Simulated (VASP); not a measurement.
Mg:

```
Mg
1.0
     2.81652    0.00000    0.00000
    -1.40826    2.43918    0.00000
     0.00000    0.00000    6.69022
Mg
2
Direct
  0.00000 0.00000 0.19070
  0.00000 0.00000 0.80930
```

```yaml
Program: VASP 6.6.1
Task: relaxation of cell and atoms
Functional: PBE
Potentials_or_basis: VASP PAW PBE potentials, release 64 (Mg)
Cutoff: 600 eV
k_mesh: 6 × 6 × 4
Occupations: gaussian, width 0.1 eV
Spin: no spin polarisation
```

At the start: pressure 11.9 GPa; volume 22.98 Å³/atom.

How do energy, volume and symmetry change on relaxing?

Over 13 steps the energy falls by 422.5 meV/atom and the volume is 25.78 Å³/atom (+12.2 %); space group P6/mmm (No. 191, to 0.05 Å).

Step by step:
| step | energy change (eV) | largest force (eV/Å) | pressure (GPa) | volume (Å³) |
| --- | --- | --- | --- | --- |
| 1 | 0.0000 | 1.8088 | 11.86 | 45.96 |
| 2 | -0.5998 | 0.6323 | 0.36 | 58.23 |
| 3 | -0.6142 | 0.4758 | -0.97 | 61.17 |
| 4 | -0.6141 | 0.4920 | -0.84 | 60.83 |
| 5 | -0.6422 | 0.3869 | -0.57 | 59.76 |
| 6 | -0.6671 | 0.2127 | 0.24 | 57.55 |
| 7 | -0.6851 | 0.2126 | 0.14 | 57.13 |
| 8 | -0.7391 | 0.2171 | -0.11 | 55.88 |
| 9 | -0.8296 | 0.1490 | -0.34 | 53.34 |
| 10 | -0.6287 | 1.2336 | 2.36 | 48.09 |
| 11 | -0.8357 | 0.1532 | -0.19 | 52.70 |
| 12 | -0.8421 | 0.1219 | 0.36 | 50.74 |
| 13 | -0.8451 | 0.0198 | 0.06 | 51.55 |

Final structure:
```yaml
crystal:
  lattice:
    - [3.06686, 0.00000, 0.00000]
    - [-1.53343, 2.65598, 0.00000]
    - [0.00000, 0.00000, 6.32884]
  atoms:
    - { symbol: Mg, position: [0.00000, 0.00000, 0.24889] }
    - { symbol: Mg, position: [0.00000, 0.00000, 0.75111] }
```

Caveat: the k points lie up to 0.39 Å⁻¹ apart in the final cell.
